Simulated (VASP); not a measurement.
Write the native input for VASP 6.6.1 that does the following.

- Task: single point
- Functional: PBE
- Potentials or basis: VASP PAW PBE potentials, release 64 (Mg, H)
- Cutoff: 520 eV
- k mesh: 10 × 10 × 10
- Occupations: gaussian, width 0.1 eV
- Spin: no spin polarisation
- Dipole correction: no
- Further INCAR settings: ALGO = Normal; EDIFF = 1e-06; NBANDS = 11

The structure of MgH4 lies in POSCAR:

```
MgH4
1.0
   -1.9570624232      1.9570624232      2.0062920381
    1.9570624232     -1.9570624232      2.0062920381
    1.9570624232      1.9570624232     -2.0062920381
Mg H
1 4
Direct
    0.0000000000      0.0000000000      0.0000000000
    0.2495971522      0.5000000000      0.7495971522
    0.7504028478      0.5000000000      0.2504028478
    0.5000000000      0.7504028478      0.2504028478
    0.5000000000      0.2495971522      0.7495971522
```

The input as run:

INCAR

```
  ALGO = Normal
  EDIFF = 1E-6
  ENCUT = 520
  GGA = PE
  ISIF = 2
  ISMEAR = 0
  LASPH = True
  LCHARG = False
  LREAL = False
  LWAVE = False
  NBANDS = 11
  NELM = 60
  PREC = Accurate
  SIGMA = 0.1
```

KPOINTS

```
k-points
0
Gamma
  10 10 10
```

Potentials or basis: VASP PAW PBE potentials, release 64 (Mg, H).

Run with:

```console
$ cat potpaw_PBE.64/Mg/POTCAR potpaw_PBE.64/H/POTCAR > POTCAR
$ mpirun -np 1 vasp_std > vasp.out
```

It gave:

```json
{
 "Pressure": "-0.5 GPa",
 "Largest force": "0.004 eV/Å",
 "Band gap on the k mesh": "zero (band 3 reaches 3.93 eV, above the bottom of band 4 at 1.25 eV)"
}
```

It took 14 s on 1 thread of Intel(R) Xeon(R) 6975P-C (Granite Rapids) (shared host), peak memory 0.18 GiB.
